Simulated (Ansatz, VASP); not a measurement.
## TiSi in VASP and in Ansatz

```
Ti Si
1.0
     1.87066   -2.18115    0.00000
     1.87066    2.18115    0.00000
     0.00000    0.00000    3.86099
Ti Si
1 1
Direct
  0.50000 0.50000 0.00000
  0.00000 0.00000 0.50000
```

Change from the starting cell: strain +0.030 along x and y, +0.015 along z, atoms carried along.

Alike in both runs: task single point; functional PBEsol; k mesh 18 × 18 × 12; occupations gaussian, width 0.15 eV; no spin polarisation.

```csv
,VASP,Ansatz
version,VASP 6.6.1,Ansatz 0.2.0
potentials or method,"VASP PAW PBE potentials, release 64 (Ti_sv, Si), cutoff 520 eV","scalar-relativistic, plane waves, PAW"
valence electrons in the cell,16,16
```

Ansatz gave:

```
gap on the k mesh at the Fermi level (eV)                     : none
pressure (GPa)                                                : -12.2
traceless stress, the component that is largest in VASP (GPa) : -0.97
```

Task: What did VASP give for the same quantities?

Result: gap on the k mesh at the Fermi level (eV): none; pressure (GPa): -12.1; traceless stress, the component that is largest in VASP (GPa): -0.96.

VASP's potentials were made for PBE, not for PBEsol. A gap of «none» marks a metal or a gap that the smearing closes.
